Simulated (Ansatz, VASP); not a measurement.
## One calculation of AlP, two programs

```
Al P
1.0
     0.00000    2.76638    2.76638
     2.76638    0.00000    2.76638
     2.76638    2.76638    0.00000
Al P
1 1
Cartesian
  0.0000 0.0000 0.0000
  1.3832 1.3832 1.3832
```

Alike in both runs: task single point; functional r2SCAN; k mesh 6 × 6 × 6; no spin polarisation.

```csv
,VASP,Ansatz
version,VASP 6.6.1,Ansatz 0.2.0
potentials or method,"VASP PAW PBE potentials, release 64 (Al, P)","plane waves, PAW"
plane-wave cutoff (eV),550,500
occupations,"gaussian, width 0.01 eV",fixed
valence electrons in the cell,8,8
```

```tsv
	VASP	Ansatz	Ansatz less VASP
gap on the k mesh at the Fermi level (eV)	1.98	1.98	-0.002
pressure (GPa)	-2.8	-2.5	+0.28
```

VASP's potentials were made for PBE, not for r2SCAN.
